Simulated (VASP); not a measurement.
# C (C2/m) in VASP: a series of runs

C is run at these levels: PBE; tasks: single point.

All numbers are computed with VASP 6.6.1; they aren't measurements. Logs are shortened: lines on timing, memory, paths and dates and some standing lists are left out, and cuts for length are marked.

**1. The cell of the first run**

Symmetry: C2/m, No. 12, monoclinic system. The conventional cell has a = 4.272 Å, b = 2.467 Å, c = 8.707 Å, α = 90.00°, β = 90.00°, γ = 90.00°. C (site symmetry m) has 3 C at 1.42 Å within 1.9 Å. Within 1.9 Å of C (site symmetry m) lie 3 C at 1.42 Å.

**2. Single point, PBE (atoms displaced along several vibrational modes)**

INCAR reads:

```
ALGO     = Normal         # electronic algorithm
EDIFF    = 1E-6           # SCF threshold, eV
ENCUT    = 520            # plane-wave cutoff, eV
GGA      = PE             # functional
ISIF     = 2              # what is computed and relaxed
ISMEAR   = 0              # smearing method
LASPH    = T              # aspherical terms in the spheres
LCHARG   = F              # write CHGCAR
LREAL    = F              # projectors in reciprocal space
LWAVE    = F              # write WAVECAR
NBANDS   = 16             # bands
NELM     = 100            # most SCF steps
PREC     = Accurate       # precision mode
SIGMA    = 0.15           # smearing width, eV
```

KPOINTS reads:

```
k-points
0
Gamma
  18 18 6
```

POSCAR reads:

```
C
1.0
    1.2332770792     -2.1360444277      0.0000000000
    1.2332770792      2.1360444277      0.0000000000
    0.0000000000      0.0000000000      8.7070252276
C
4
Direct
    0.1433034599      0.8566965401      0.7012645208
    0.5233621344      0.4766378656      0.2987351602
    0.8566965401      0.1433034599      0.2987354792
    0.4766378656      0.5233621344      0.7012648398
```

Potentials or basis: VASP PAW PBE potentials, release 64 (C).

Run with:

```
$ cat potpaw_PBE.64/C/POTCAR > POTCAR
$ mpirun -np 1 vasp_std > vasp.out
```

OUTCAR:

```text
EDIFF = 1E-6
   ENCUT = 520
   GGA = PE
   ISIF = 2
   ISMEAR = 0
   LASPH = T
   LREAL = F
   NELM = 100
   PREC = Accurate

 ion  position               nearest neighbor table
   1  0.143  0.857  0.701-   4 1.42   4 1.42   4 1.42
   2  0.523  0.477  0.299-   3 1.42   3 1.42   3 1.42
   3  0.857  0.143  0.299-   2 1.42   2 1.42   2 1.42
   4  0.477  0.523  0.701-   1 1.42   1 1.42   1 1.42

  LATTYP: Found a base centered orthorhombic cell.
 ALAT       =     2.4665541584
 B/A-ratio  =     1.7320069137
 C/A-ratio  =     3.5300361024

  Lattice vectors:

 A1 = (   1.2332770792,  -2.1360444277,   0.0000000000)
 A2 = (   1.2332770792,   2.1360444277,   0.0000000000)
 A3 = (   0.0000000000,   0.0000000000,   8.7070252276)

Analysis of symmetry for initial positions (statically):
=====================================================================
 Subroutine PRICEL returns:
 Original cell was already a primitive cell.

 Routine SETGRP: Setting up the symmetry group for a
 base centered orthorhombic supercell.

 Subroutine GETGRP returns: Found  4 space group operations
 (whereof  4 operations were pure point group operations)
 out of a pool of  8 trial point group operations.

The static configuration has the point symmetry C_2h.

Analysis of symmetry for dynamics (positions and initial velocities):
=====================================================================
 Subroutine PRICEL returns:
 Original cell was already a primitive cell.

 Routine SETGRP: Setting up the symmetry group for a
 base centered orthorhombic supercell.

 Subroutine GETGRP returns: Found  4 space group operations
 (whereof  4 operations were pure point group operations)
 out of a pool of  8 trial point group operations.

The dynamic configuration has the point symmetry C_2h.

 Subroutine INISYM returns: Found  4 space group operations
 (whereof  4 operations are pure point group operations),
 and found     1 'primitive' translations

----------------------------------------------------------------------------------------

                                     Primitive cell

  volume of cell :      45.8744

  direct lattice vectors                    reciprocal lattice vectors
     1.233277079 -2.136044428  0.000000000     0.405423897 -0.234077528  0.000000000
     1.233277079  2.136044428  0.000000000     0.405423897  0.234077528  0.000000000
     0.000000000  0.000000000  8.707025228     0.000000000  0.000000000  0.114849788

  length of vectors
     2.466507278  2.466507278  8.707025228     0.468146159  0.468146159  0.114849788

  position of ions in fractional coordinates (direct lattice)
     0.143303460  0.856696540  0.701264521
     0.523362134  0.476637866  0.298735160
     0.856696540  0.143303460  0.298735479
     0.476637866  0.523362134  0.701264840

  ion indices of the primitive-cell ions
   primitive index   ion index
                 1           1
                 2           2
                 3           3
                 4           4

----------------------------------------------------------------------------------------

 KPOINTS: k-points

Automatic generation of k-mesh.
 Grid dimensions read from file:
 generate k-points for:   18   18    6

 Generating k-lattice:

  Cartesian coordinates                     Fractional coordinates (reciprocal lattice)
     0.022523550 -0.013004307  0.000000000     0.055555556  0.000000000  0.000000000
     0.022523550  0.013004307  0.000000000     0.000000000  0.055555556  0.000000000
     0.000000000  0.000000000  0.019141631     0.000000000  0.000000000  0.166666667

  Length of vectors
     0.026008120  0.026008120  0.019141631

  Shift w.r.t. Gamma in fractional coordinates (k-lattice)
     0.000000000  0.000000000  0.000000000

 Subroutine IBZKPT returns following result:
 ===========================================

 Found    524 irreducible k-points:

 Following reciprocal coordinates:
            Coordinates               Weight
  0.000000  0.000000  0.000000      1.000000
  0.055556  0.000000  0.000000      4.000000
  0.111111  0.000000  0.000000      4.000000
  0.166667  0.000000  0.000000      4.000000
  0.222222  0.000000  0.000000      4.000000
  0.277778  0.000000  0.000000      4.000000
[... 16 lines left out ...]
 -0.277778  0.055556  0.000000      4.000000
 -0.222222  0.055556  0.000000      4.000000
 [... further k-points ...]
   k-points           NKPTS =    524   k-points in BZ     NKDIM =    524   number of bands    NBANDS=     16
   number of dos      NEDOS =    301   number of ions     NIONS =      4
   total plane-waves  NPLWV =  22680
   dimension x,y,z NGX =    18 NGY =   18 NGZ =   70
   dimension x,y,z NGXF=    36 NGYF=   36 NGZF=  140
   ions per type =               4
   NGX,Y,Z   is equivalent  to a cutoff of  12.13, 12.13, 13.37 a.u.
   NGXF,Y,Z  is equivalent  to a cutoff of  24.26, 24.26, 26.73 a.u.
 SYSTEM =  unknown system
   PREC   = accura    normal or accurate (medium, high low for compatibility)
   ISTART =      0    job   : 0-new  1-cont  2-samecut
   ICHARG =      2    charge: 1-file 2-atom 10-const
   ISPIN  =      1    spin polarized calculation?
   LNONCOLLINEAR =      F non collinear calculations
   LSORBIT =      F    spin-orbit coupling
   LASPH  =      T    aspherical Exc in radial PAW
   ENCUT  =  520.0 eV  38.22 Ry    6.18 a.u.   4.59  4.59 16.19*2*pi/ulx,y,z
   NELM   =    100;   NELMIN=  2; NELMDL= -5     # of ELM steps
   EDIFF  = 0.1E-05   stopping-criterion for ELM
   LREAL  =      F    real-space projection
   EDIFFG = 0.1E-04   stopping-criterion for IOM
   NSW    =      0    number of steps for IOM
   IBRION =     -1    ionic relax: 0-MD 1-quasi-New 2-CG
   NFREE  =      0    steps in history (QN), initial steepest desc. (CG)
   ISIF   =      2    stress and relaxation
   ISYM   =      2    0-nonsym 1-usesym 2-fastsym
   POTIM  = 0.5000    time-step for ionic-motion
   TEBEG  =    0.0;   TEEND  =   0.0 temperature during run
   PSTRESS=    0.0 pullay stress
   NELECT =      16.0000    total number of electrons
   NUPDOWN=      -1.0000    fix difference up-down
   EMIN   =  10.00;   EMAX   =-10.00  energy-range for DOS
   EFERMI =   0.00;   METHOD = LEGACY
   ISMEAR =     0;   SIGMA  =   0.15  broadening in eV -4-tet -1-fermi 0-gaus
   EFERMI_NEDOS =   21; number of points for ismear=-14 and -15
   IALGO  =     38    algorithm
   IMIX   =      4    mixing-type and parameters
     AMIX     =   0.40;   BMIX     =  1.00
     AMIX_MAG =   1.60;   BMIX_MAG =  1.00
  volume/ion in A,a.u.               =      11.47        77.39
  Fermi-wavevector in a.u.,A,eV,Ry     =   1.152368  2.177660 18.067889  1.327952
  Thomas-Fermi vector in A             =   2.289020
   LORBIT       =      0    0 simple, 1 ext, 2 COOP (PROOUT), +10 PAW based schemes
   GGA     = PE    functional components
   LHFCALC =     F    Hartree Fock is set to
   AEXX    =    0.0000 exact exchange contribution
   IVDW    =     0    specifies the selected vdW correction
   LEPSILON=     F    determine dielectric tensor
   LRPA    =     F    only Hartree local field effects (RPA)
 non-spin polarized calculation
 Gauss-broadening in eV      SIGMA  =   0.15
  energy-cutoff  :      520.00
  volume of cell :       45.87
 maximum number of plane-waves:      1260
   NGX =  9   NGY =  9   NGZ = 33

 number of electron      15.9999999 magnetization

 Free energy of the ion-electron system (eV)
  ---------------------------------------------------
  ext. energy  EPLUGINS =         0.00000000
  ---------------------------------------------------
  free energy    TOTEN  =       -36.88765569 eV

  energy without entropy =      -36.88662649  energy(sigma->0) =      -36.88714109

 E-fermi :   2.6341     XC(G=0):  -8.5473

 val. band max:        2.5966028595   @ k =   0.3333   0.3333   0.5000
 cond. band min:       2.6717993972   @ k =   0.3333   0.3333   0.5000
 fundamental gap:      0.0751965377
 Fermi energy:         2.6341309858

 k-point     1 :       0.0000    0.0000    0.0000
  band No.  band energies     occupation
      1     -16.9262      2.00000
      2     -16.8180      2.00000
      3      -5.3758      2.00000
      4      -4.5427      2.00000
      5      -0.4029      2.00000
      6      -0.3997      2.00000
[... 8 lines left out ...]
     15      11.2434      0.00000
     16      14.0256      0.00000

 k-point     2 :       0.0556    0.0000    0.0000
  band No.  band energies     occupation
      1     -16.8531      2.00000
      2     -16.7453      2.00000
      3      -5.2876      2.00000
      4      -4.4571      2.00000
      5      -0.7009      2.00000
      6      -0.6917      2.00000
[... 8 lines left out ...]
     15      11.3595      0.00000
     16      13.7651      0.00000

 k-point     3 :       0.1111    0.0000    0.0000
  band No.  band energies     occupation
      1     -16.6338      2.00000
      2     -16.5277      2.00000
      3      -5.0238      2.00000
      4      -4.2014      2.00000
      5      -1.5211      2.00000
      6      -1.5064      2.00000
[... 8 lines left out ...]
     15      12.1568      0.00000
     16      13.0293      0.00000

 k-point     4 :       0.1667    0.0000    0.0000
  band No.  band energies     occupation
      1     -16.2697      2.00000
      2     -16.1660      2.00000
      3      -4.5872      2.00000
      4      -3.7790      2.00000
      5      -2.6984      2.00000
      6      -2.6765      2.00000
[... 8 lines left out ...]
     15      12.1239      0.00000
     16      13.4775      0.00000

 k-point     5 :       0.2222    0.0000    0.0000
  band No.  band energies     occupation
      1     -15.7625      2.00000
      2     -15.6624      2.00000
      3      -4.0762      2.00000
      4      -4.0462      2.00000
      5      -3.9835      2.00000
      6      -3.1970      2.00000
[... 8 lines left out ...]
     15      12.6907      0.00000
     16      15.1212      0.00000

 k-point     6 :       0.2778    0.0000    0.0000
  band No.  band energies     occupation
      1     -15.1154      2.00000
      2     -15.0197      2.00000
      3      -5.5395      2.00000
      4      -5.5012      2.00000
      5      -3.2237      2.00000
      6      -2.6818      2.00000
[... 8 lines left out ...]
     15      13.4419      0.00000
     16      16.9598      0.00000
[... 267 lines left out ...]
 k-point    21 :      -0.3889    0.0556    0.0000
  band No.  band energies     occupation
      1     -13.8426      2.00000
      2     -13.7557      2.00000
      3      -7.7016      2.00000
      4      -7.6522      2.00000
      5      -3.5750      2.00000
      6      -3.5569      2.00000
[... 8 lines left out ...]
     15      14.8471      0.00000
     16      17.1821      0.00000

 k-point    22 :      -0.3333    0.0556    0.0000
  band No.  band energies     occupation
      1     -14.6877      2.00000
      2     -14.5950      2.00000
      3      -6.2608      2.00000
      4      -6.2196      2.00000
      5      -3.1600      2.00000
      6      -3.1429      2.00000
[... 8 lines left out ...]
     15      13.9172      0.00000
     16      16.8983      0.00000

 k-point    23 :      -0.2778    0.0556    0.0000
  band No.  band energies     occupation
      1     -15.4024      2.00000
      2     -15.3047      2.00000
      3      -4.8080      2.00000
      4      -4.7758      2.00000
      5      -3.5585      2.00000
      6      -2.7880      2.00000
[... 8 lines left out ...]
     15      13.1024      0.00000
     16      15.4942      0.00000

 k-point    24 :      -0.2222    0.0556    0.0000
  band No.  band energies     occupation
      1     -15.9795      2.00000
      2     -15.8778      2.00000
      3      -4.2412      2.00000
      4      -3.4449      2.00000
      5      -3.4130      2.00000
      6      -3.3900      2.00000
[... 8 lines left out ...]
     15      12.4393      0.00000
     16      13.9649      0.00000

 [... further k-points ...]

------------------------ aborting loop because EDIFF is reached ----------------------------------------

  FORCE on cell =-STRESS in cart. coord.  units (eV):
  Direction    XX          YY          ZZ          XY          YZ          ZX
  --------------------------------------------------------------------------------------
  -------------------------------------------------------------------------------------
  Total        0.1343358      0.1240892      0.2047920      0.0000000     -0.0095694      0.0000000
  in kB        4.6917152      4.3338490      7.1524178      0.0000000     -0.3342156      0.0000000
  external PRESSURE =       5.3926607 kB  Pullay stress =       0.0000000 kB

 VOLUME and BASIS-vectors are now :
 -----------------------------------------------------------------------------
  energy-cutoff  :      520.00
  volume of cell :       45.87
      direct lattice vectors                 reciprocal lattice vectors
     1.233277079 -2.136044428  0.000000000     0.405423897 -0.234077528  0.000000000
     1.233277079  2.136044428  0.000000000     0.405423897  0.234077528  0.000000000
     0.000000000  0.000000000  8.707025228     0.000000000  0.000000000  0.114849788

 POSITION                                       TOTAL-FORCE (eV/Angst)
 -----------------------------------------------------------------------------------
      1.23328      1.52384      6.10593         0.000000     -0.001260      0.040049
      1.23328     -0.09981      2.60109         0.000000      0.001833     -0.029078
      1.23328     -1.52384      2.60110         0.000000      0.001260     -0.040049
      1.23328      0.09981      6.10593         0.000000     -0.001833      0.029078
 -----------------------------------------------------------------------------------
    total drift:                                0.000000      0.000000     -0.000000

  FREE ENERGIE OF THE ION-ELECTRON SYSTEM (eV)
  ---------------------------------------------------
  free  energy   TOTEN  =       -36.8876556888 eV

  energy  without entropy=      -36.8866264915  energy(sigma->0) =      -36.88714109
```

Wall time 6.9 min (1 thread of Intel Xeon 8259CL, shared host); peak memory 0.37 GiB.

Results:

```yaml
Free_energy: -36.8877 eV
Pressure: 0.5 GPa
Largest_force: 0.040 eV/Å
```

Forces on the atoms (eV/Å):
```
C    0.000 -0.001  0.040
C    0.000  0.002 -0.029
C    0.000  0.001 -0.040
C    0.000 -0.002  0.029
```

Stress tensor (GPa, compression positive):
```
 0.47  0.00  0.00
 0.00  0.43 -0.03
 0.00 -0.03  0.72
```

Caveat: the cell differs from its parent crystal (atoms displaced along several vibrational modes); this functional lacks dispersion, which binds layers or chains, so the pressure and a relaxed spacing across them are unreliable.

[end of part 1 of 2]
